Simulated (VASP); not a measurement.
AlNi3, 4 atoms in the cell. The structure is cubic, space group Fm-3m (No. 225). The conventional cell has a = 5.604 Å, b = 5.604 Å, c = 5.604 Å, α = 90.00°, β = 90.00°, γ = 90.00°. Al (site symmetry m-3m) has 14 Ni at 2.43 to 2.80 Å within 3.2 Å. Ni (site symmetry -43m) has 4 Al at 2.43 Å and 10 Ni at 2.43 to 2.80 Å within 3.2 Å. Ni (site symmetry m-3m) has 8 Ni at 2.43 Å and 6 Al at 2.80 Å within 3.2 Å. 

```yaml
Program: VASP 6.6.1
Task: single point
Functional: r2SCAN
Potentials_or_basis: VASP PAW PBE potentials, release 64 (Al, Ni)
Cutoff: 520 eV
k_mesh: 22 × 22 × 22
Occupations: gaussian, width 0.1 eV
Spin: no spin polarisation
Dipole_correction: no
Further_INCAR_settings: ALGO = Normal; EDIFF = 1e-06; NBANDS = 24
```

Potentials or basis: VASP PAW PBE potentials, release 64 (Al, Ni).

Command:

```bash
$ cat potpaw_PBE.64/Al/POTCAR potpaw_PBE.64/Ni/POTCAR > POTCAR
$ cp INCAR.step1 INCAR
$ mpirun -np 1 vasp_std > vasp.out
$ cp INCAR.step2 INCAR
$ mpirun -np 1 vasp_std > vasp.out
```

Hardware: 1 thread of Intel(R) Xeon(R) 6975P-C (Granite Rapids), on a shared host.

Task: Estimate the wall time of this run.

Result: Wall time 12 min on 1 thread of Intel(R) Xeon(R) 6975P-C (Granite Rapids), with other jobs on the host, peak memory 0.4 GiB. Counts: k points 328.
